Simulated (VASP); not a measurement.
A run of VASP 6.6.1:

INCAR

```
SYSTEM = Mo
PREC     = Accurate       ! precision mode
ENCUT    = 520            ! plane-wave cutoff, eV
EDIFF    = 1E-6           ! SCF threshold, eV
ISMEAR   = 0              ! smearing method
SIGMA    = 0.15           ! smearing width, eV
LREAL    = .FALSE.        ! projectors in reciprocal space
LASPH    = .TRUE.         ! aspherical terms in the spheres
NELM     = 60             ! most SCF steps
ALGO     = Fast           ! electronic algorithm
ISIF     = 2              ! what is computed and relaxed
LWAVE    = .FALSE.        ! write WAVECAR
LCHARG   = .FALSE.        ! write CHGCAR
GGA      = PE             ! functional
NBANDS   = 36             ! bands
```

File KPOINTS:

```
Automatic mesh
0
G
  23 23 7
  0 0 0
```

Contents of POSCAR:

```
Mo
1.0
   -1.5802194352      1.5802194352     -1.5802194352
   -1.5802194352     -1.5802194352      1.5802194352
    0.0000000000      6.6744311312      6.6744311312
Mo
4
Direct
    0.0000000000      0.0000000000      0.8286500998
    0.5000000000      0.5000000000      0.1183785857
    0.0000000000      0.0000000000      0.3551357571
    0.5000000000      0.5000000000      0.5918929284
```

Potentials or basis: VASP PAW PBE potentials, release 64 (Mo_sv).

The run is started by

```sh
$ cat potpaw_PBE.64/Mo_sv/POTCAR > POTCAR
$ mpirun -np 1 vasp_std > vasp.out
```

Hardware: 1 thread of Oxide Virtual Turin-like Processor, on a shared host.

Problem. How long does it take, and how much memory?

Solution. Run time: 45 min on 1 thread of Oxide Virtual Turin-like Processor, with other jobs on the host, peak memory 0.88 GiB. Counts: scf iterations 16, k points 576.
